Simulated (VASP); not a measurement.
# Ti (P6/mmm) in VASP: notebook

The runs below take Ti through single point, with r2SCAN.

Everything below comes from runs of VASP 6.6.1. Logs are shortened: lines on timing, memory, paths and dates and some standing lists are left out, and cuts for length are marked.

## Step 1: The cell of the first run

It takes space group P6/mmm (No. 191, hexagonal). The conventional cell has a = 4.218 Å, b = 4.218 Å, c = 2.633 Å, α = 90.00°, β = 90.00°, γ = 120.00°. Within 3.5 Å of Ti (site symmetry 6/mmm) lie 14 Ti at 2.63 to 2.77 Å. Within 3.2 Å of Ti (site symmetry -6m2) lie 11 Ti at 2.43 to 2.77 Å.

This isn't the form of Ti at room conditions, which is hcp.

## Step 2: Single point, r2SCAN

POSCAR

```
Ti
1.0
    4.2175209200      0.0000000000      0.0000000000
   -2.1087604600      3.6524802577      0.0000000000
    0.0000000000      0.0000000000      2.6329163161
Ti
3
Direct
    0.0000000000      0.0000000000      0.0000000000
    0.3333333333      0.6666666667      0.5000000000
    0.6666666667      0.3333333333      0.5000000000
```

INCAR.step1

```
PREC = Accurate
ENCUT = 520
ISMEAR = 1
SIGMA = 0.05
LREAL = False
LASPH = True
NELM = 60
NBANDS = 25
GGA = PE
ALGO = Normal
EDIFF = 1E-4
LWAVE = True
LCHARG = False
```

INCAR.step2

```
PREC = Accurate
ENCUT = 520
EDIFF = 1E-6
ISMEAR = 1
SIGMA = 0.05
LREAL = False
LASPH = True
NELM = 60
ALGO = Normal
ISIF = 2
LWAVE = False
LCHARG = False
METAGGA = R2SCAN
LMIXTAU = True
NBANDS = 25
ISTART = 1
```

KPOINTS

```
regular mesh
0
Gamma
  8 8 11
```

Potentials or basis: VASP PAW PBE potentials, release 64 (Ti_sv).

The run is started by

```bash
> cat potpaw_PBE.64/Ti_sv/POTCAR > POTCAR
> cp INCAR.step1 INCAR
> mpirun -np 1 vasp_std > vasp.out
> cp INCAR.step2 INCAR
> mpirun -np 1 vasp_std > vasp.out
```

OUTCAR:

```text
PREC = Accurate
   ENCUT = 520
   EDIFF = 1E-6
   ISMEAR = 1
   LREAL = False
   LASPH = True
   NELM = 60
   ISIF = 2
   METAGGA = R2SCAN
   ISTART = 1

 ion  position               nearest neighbor table
   1  0.000  0.000  0.000-   2 2.77   3 2.77   2 2.77   3 2.77   2 2.77   2 2.77   3 2.77   3 2.77
                             3 2.77   3 2.77   2 2.77   2 2.77
   2  0.333  0.667  0.500-   3 2.43   3 2.43   3 2.43   1 2.77   1 2.77   1 2.77   1 2.77   1 2.77
                             1 2.77
   3  0.667  0.333  0.500-   2 2.43   2 2.43   2 2.43   1 2.77   1 2.77   1 2.77   1 2.77   1 2.77
                             1 2.77

  LATTYP: Found a hexagonal cell.
 ALAT       =     4.2175209200
 C/A-ratio  =     0.6242805587

  Lattice vectors:

 A1 = (   4.2175209200,   0.0000000000,   0.0000000000)
 A2 = (  -2.1087604600,   3.6524802577,   0.0000000000)
 A3 = (   0.0000000000,   0.0000000000,   2.6329163161)

Analysis of symmetry for initial positions (statically):
=====================================================================
 Subroutine PRICEL returns:
 Original cell was already a primitive cell.

 Routine SETGRP: Setting up the symmetry group for a
 hexagonal supercell.

 Subroutine GETGRP returns: Found 24 space group operations
 (whereof 24 operations were pure point group operations)
 out of a pool of 24 trial point group operations.

The static configuration has the point symmetry D_6h.

Analysis of symmetry for dynamics (positions and initial velocities):
=====================================================================
 Subroutine PRICEL returns:
 Original cell was already a primitive cell.

 Routine SETGRP: Setting up the symmetry group for a
 hexagonal supercell.

 Subroutine GETGRP returns: Found 24 space group operations
 (whereof 24 operations were pure point group operations)
 out of a pool of 24 trial point group operations.

The dynamic configuration has the point symmetry D_6h.

 Subroutine INISYM returns: Found 24 space group operations
 (whereof 24 operations are pure point group operations),
 and found     1 'primitive' translations

----------------------------------------------------------------------------------------

                                     Primitive cell

  volume of cell :      40.5585

  direct lattice vectors                    reciprocal lattice vectors
     4.217520920  0.000000000  0.000000000     0.237106115  0.136893279  0.000000000
[... 82 lines left out ...]
   ISPIN  =      1    spin polarized calculation?
   LNONCOLLINEAR =      F non collinear calculations
   LSORBIT =      F    spin-orbit coupling
   LASPH  =      T    aspherical Exc in radial PAW
   ENCUT  =  520.0 eV  38.22 Ry    6.18 a.u.   7.84  7.84  4.90*2*pi/ulx,y,z
   NELM   =     60;   NELMIN=  2; NELMDL=  0     # of ELM steps
   EDIFF  = 0.1E-05   stopping-criterion for ELM
   LREAL  =      F    real-space projection
   EDIFFG = 0.1E-04   stopping-criterion for IOM
   NSW    =      0    number of steps for IOM
   IBRION =     -1    ionic relax: 0-MD 1-quasi-New 2-CG
   NFREE  =      0    steps in history (QN), initial steepest desc. (CG)
   ISIF   =      2    stress and relaxation
   ISYM   =      2    0-nonsym 1-usesym 2-fastsym
   POTIM  = 0.5000    time-step for ionic-motion
   TEBEG  =    0.0;   TEEND  =   0.0 temperature during run
   PSTRESS=    0.0 pullay stress
   NELECT =      36.0000    total number of electrons
   NUPDOWN=      -1.0000    fix difference up-down
   EMIN   =  10.00;   EMAX   =-10.00  energy-range for DOS
   EFERMI =   0.00;   METHOD = LEGACY
   ISMEAR =     1;   SIGMA  =   0.05  broadening in eV -4-tet -1-fermi 0-gaus
   EFERMI_NEDOS =   21; number of points for ismear=-14 and -15
   IALGO  =     38    algorithm
   IMIX   =      4    mixing-type and parameters
     AMIX     =   0.40;   BMIX     =  1.00
     AMIX_MAG =   1.60;   BMIX_MAG =  1.00
  volume/ion in A,a.u.               =      13.52        91.23
  Fermi-wavevector in a.u.,A,eV,Ry     =   1.573312  2.973129 33.678659  2.475312
  Thomas-Fermi vector in A             =   2.674616
   LORBIT       =      0    0 simple, 1 ext, 2 COOP (PROOUT), +10 PAW based schemes
   METAGGA = R2SCAN    functional components
   LHFCALC =     F    Hartree Fock is set to
   AEXX    =    0.0000 exact exchange contribution
   IVDW    =     0    specifies the selected vdW correction
   LEPSILON=     F    determine dielectric tensor
   LRPA    =     F    only Hartree local field effects (RPA)
 non-spin polarized calculation
 Methfessel and Paxton  Order N= 1 SIGMA  =   0.05
  energy-cutoff  :      520.00
  volume of cell :       40.56
 maximum number of plane-waves:      1106
 NGX is ok and might be reduce to    32
   NGX = 15   NGY = 15   NGZ =  9

 number of electron      35.9999992 magnetization

 Free energy of the ion-electron system (eV)
  ---------------------------------------------------
  ext. energy  EPLUGINS =         0.00000000
  ---------------------------------------------------
  free energy    TOTEN  =       -37.74026686 eV

  energy without entropy =      -37.73948883  energy(sigma->0) =      -37.74000752

 E-fermi :  11.2700     XC(G=0): -13.7597

 val. band max:       11.2675331631   @ k =   0.2500   0.1250   0.0909
 cond. band min:      11.2793386515   @ k =   0.2500   0.2500   0.3636
 fundamental gap:      0.0118054883
 Fermi energy:        11.2700314023

 k-point     1 :       0.0000    0.0000    0.0000
  band No.  band energies     occupation
      1     -47.6299      2.00000
      2     -47.2913      2.00000
      3     -46.9952      2.00000
      4     -23.1064      2.00000
      5     -23.1064      2.00000
      6     -22.9741      2.00000
[... 661 lines left out ...]
     24      14.1564      0.00000
     25      14.6457      0.00000

 [... further k-points ...]
[... 5 lines left out ...]
  --------------------------------------------------------------------------------------
  -------------------------------------------------------------------------------------
  Total       10.3679691     10.3679691     10.3151727      0.0000000      0.0000000      0.0000000
  in kB      409.5643029    409.5643029    407.4786951      0.0000000      0.0000000      0.0000000
  external PRESSURE =     408.8691003 kB  Pullay stress =       0.0000000 kB

 VOLUME and BASIS-vectors are now :
 -----------------------------------------------------------------------------
  energy-cutoff  :      520.00
  volume of cell :       40.56
      direct lattice vectors                 reciprocal lattice vectors
     4.217520920  0.000000000  0.000000000     0.237106115  0.136893279  0.000000000
    -2.108760460  3.652480258  0.000000000     0.000000000  0.273786559  0.000000000
     0.000000000  0.000000000  2.632916316     0.000000000  0.000000000  0.379806982

 POSITION                                       TOTAL-FORCE (eV/Angst)
 -----------------------------------------------------------------------------------
      0.00000      0.00000      0.00000         0.000000      0.000000      0.000000
     -0.00000      2.43499      1.31646        -0.000000      0.000000      0.000000
      2.10876      1.21749      1.31646         0.000000      0.000000      0.000000
 -----------------------------------------------------------------------------------
    total drift:                               -0.000000      0.000000      0.000000

  FREE ENERGIE OF THE ION-ELECTRON SYSTEM (eV)
  ---------------------------------------------------
  free  energy   TOTEN  =       -37.7402668640 eV

  energy  without entropy=      -37.7394888310  energy(sigma->0) =      -37.74000752
```

OUTCAR.step1:

```text
PREC = Accurate
   ENCUT = 520
   ISMEAR = 1
   LREAL = False
   LASPH = True
[... 901 lines left out ...]
      0.00000      0.00000      0.00000        -0.000000      0.000000      0.000000
     -0.00000      2.43499      1.31646        -0.000000      0.000000      0.000000
      2.10876      1.21749      1.31646         0.000000     -0.000000     -0.000000
 -----------------------------------------------------------------------------------
    total drift:                               -0.000000      0.000000      0.000000

  FREE ENERGIE OF THE ION-ELECTRON SYSTEM (eV)
  ---------------------------------------------------
  free  energy   TOTEN  =       -22.4057324671 eV

  energy  without entropy=      -22.4063323904  energy(sigma->0) =      -22.40593244
```

It took 86 s on 1 thread of Intel Xeon 6975P-C (Granite Rapids), shared host; peak memory 0.18 GiB.

What came out:

- Free energy: -37.7403 eV
- Pressure: 40.9 GPa
- Band gap on the k mesh: zero (bands 18 and 19 overlap by 0.64 eV)

Levels at points of the mesh, in eV from the Fermi level:
| k point | band 14 | band 15 | band 16 | band 17 | band 18 | band 19 | band 20 | band 21 | band 22 | band 23 |
| --- | --- | --- | --- | --- | --- | --- | --- | --- | --- | --- |
| (0.00, 0.00, 0.00) | -2.88 | -0.83 | -0.83 | -0.79 | -0.79 | 0.11 | 0.98 | 1.71 | 1.71 | 2.31 |
| (0.50, 0.00, 0.00) | -3.77 | -3.45 | -0.77 | -0.67 | -0.56 | -0.07 | 0.79 | 1.17 | 1.99 | 2.48 |

Caveat: the cell stands under pressure; the PAW data sets were made with another functional, which shifts forces and pressure a little.

## Step 3: Single point, r2SCAN

This run uses another cell than the first one, of 14.14 Å³/atom.

POSCAR

```
Ti
1.0
    4.2845983599      0.0000000000      0.0000000000
   -2.1422991799      3.7105710247      0.0000000000
    0.0000000000      0.0000000000      2.6688933794
Ti
3
Direct
    0.0000000000      0.0000000000      0.0000000000
    0.3333333333      0.6666666667      0.5000000000
    0.6666666667      0.3333333333      0.5000000000
```

INCAR.step1

```
  ALGO = Normal
  EDIFF = 1E-4
  ENCUT = 520
  GGA = PE
  ISMEAR = 1
  LASPH = T
  LCHARG = F
  LREAL = F
  LWAVE = T
  NBANDS = 25
  NELM = 60
  PREC = Accurate
  SIGMA = 0.05
```

INCAR.step2

```
  ALGO = Normal
  EDIFF = 1E-6
  ENCUT = 520
  ISIF = 2
  ISMEAR = 1
  ISTART = 1
  LASPH = T
  LCHARG = F
  LMIXTAU = T
  LREAL = F
  LWAVE = F
  METAGGA = R2SCAN
  NBANDS = 25
  NELM = 60
  PREC = Accurate
  SIGMA = 0.05
```

KPOINTS

```
k-points
0
Gamma
  8 8 11
```

Potentials or basis: VASP PAW PBE potentials, release 64 (Ti_sv).

The run is started by

```bash
> cat potpaw_PBE.64/Ti_sv/POTCAR > POTCAR
> cp INCAR.step1 INCAR
> mpirun -np 1 vasp_std > vasp.out
> cp INCAR.step2 INCAR
> mpirun -np 1 vasp_std > vasp.out
```

Wall time 83 s (1 thread of Intel Xeon 6975P-C (Granite Rapids), shared host); peak memory 0.18 GiB.

Results (log left out):

- Free energy: -38.1595 eV
- Pressure: 30.8 GPa
- Band gap on the k mesh: zero (bands 18 and 19 overlap by 0.57 eV)

Stress tensor (GPa, compression positive):
```
30.85  0.00  0.00
 0.00 30.85  0.00
 0.00  0.00 30.68
```

Levels at points of the mesh, in eV from the Fermi level:
```csv
k point,band 16,band 17,band 18,band 19,band 20,band 21
"(0.00, 0.00, 0.00)",-0.83,-0.80,-0.80,0.10,0.95,1.66
"(0.50, 0.00, 0.00)",-0.69,-0.58,-0.51,-0.03,0.76,1.19
```

Caveat: the cell stands under pressure; the PAW data sets were made with another functional, which shifts forces and pressure a little.

## Step 4: Single point, r2SCAN

This run uses another cell than the first one, of 14.88 Å³/atom.

POSCAR

```
Ti
1.0
    4.3612129883      0.0000000000      0.0000000000
   -2.1806064941      3.7769212392      0.0000000000
    0.0000000000      0.0000000000      2.7104472128
Ti
3
Direct
    0.0000000000      0.0000000000      0.0000000000
    0.3333333333      0.6666666667      0.5000000000
    0.6666666667      0.3333333333      0.5000000000
```

INCAR.step1

```
ALGO     = Normal         # electronic algorithm
EDIFF    = 1E-4           # SCF threshold, eV
ENCUT    = 520            # plane-wave cutoff, eV
GGA      = PE             # functional
ISMEAR   = 1              # smearing method
LASPH    = T              # aspherical terms in the spheres
LCHARG   = F              # write CHGCAR
LREAL    = F              # projectors in reciprocal space
LWAVE    = T              # write WAVECAR
NBANDS   = 25             # bands
NELM     = 60             # most SCF steps
PREC     = Accurate       # precision mode
SIGMA    = 0.05           # smearing width, eV
```

INCAR.step2

```
ALGO     = Normal         # electronic algorithm
EDIFF    = 1E-6           # SCF threshold, eV
ENCUT    = 520            # plane-wave cutoff, eV
ISIF     = 2              # what is computed and relaxed
ISMEAR   = 1              # smearing method
ISTART   = 1            
LASPH    = T              # aspherical terms in the spheres
LCHARG   = F              # write CHGCAR
LMIXTAU  = T            
LREAL    = F              # projectors in reciprocal space
LWAVE    = F              # write WAVECAR
METAGGA  = R2SCAN         # meta-GGA
NBANDS   = 25             # bands
NELM     = 60             # most SCF steps
PREC     = Accurate       # precision mode
SIGMA    = 0.05           # smearing width, eV
```

KPOINTS is that of step 3.

The run is started by

```bash
> cat potpaw_PBE.64/Ti_sv/POTCAR > POTCAR
> cp INCAR.step1 INCAR
> mpirun -np 1 vasp_std > vasp.out
> cp INCAR.step2 INCAR
> mpirun -np 1 vasp_std > vasp.out
```

Run time: 91 s. Hardware: 1 thread of Intel Xeon 6975P-C (Granite Rapids), shared host; peak memory 0.18 GiB.

The run converged. Its results:

- Free energy: -38.5147 eV
- Pressure: 20.6 GPa
- Band gap on the k mesh: zero (bands 18 and 19 overlap by 0.43 eV)

Stress tensor (GPa, compression positive):
```
20.63  0.00  0.00
 0.00 20.63  0.00
 0.00  0.00 20.47
```

Levels at points of the mesh, in eV from the Fermi level:
| k point | band 14 | band 15 | band 16 | band 17 | band 18 | band 19 | band 20 | band 21 | band 22 | band 23 |
| --- | --- | --- | --- | --- | --- | --- | --- | --- | --- | --- |
| (0.00, 0.00, 0.00) | -2.51 | -0.86 | -0.86 | -0.82 | -0.82 | 0.05 | 0.90 | 1.58 | 1.58 | 2.15 |
| (0.50, 0.00, 0.00) | -3.87 | -3.18 | -0.62 | -0.53 | -0.48 | -0.01 | 0.70 | 1.17 | 1.45 | 2.29 |

Caveat: the cell stands under pressure; the PAW data sets were made with another functional, which shifts forces and pressure a little.

## Step 5: Summary

```tsv
cell	gap on the mesh (eV)	pressure (GPa)
a = 4.218, b = 4.218, c = 2.633 Å, angles 90.0, 90.0, 120.0°, 3 atoms	none	40.9
a = 4.285, b = 4.285, c = 2.669 Å, angles 90.0, 90.0, 120.0°, 3 atoms	none	30.8
a = 4.361, b = 4.361, c = 2.710 Å, angles 90.0, 90.0, 120.0°, 3 atoms	none	20.6
```

Alike in all rows: task single point; level r2SCAN; potentials or basis VASP PAW PBE potentials, release 64 (Ti_sv); no spin polarisation; k mesh 8 × 8 × 11; cutoff (eV) 520; smearing methfessel-paxton 0.05 eV.

Caveats: the cell stands under pressure; the PAW data sets were made with another functional, which shifts forces and pressure a little.

Absolute energies hang on the potentials; compare differences alone.

The gap in the log of VASP goes by the Fermi energy; the results here count the filled bands.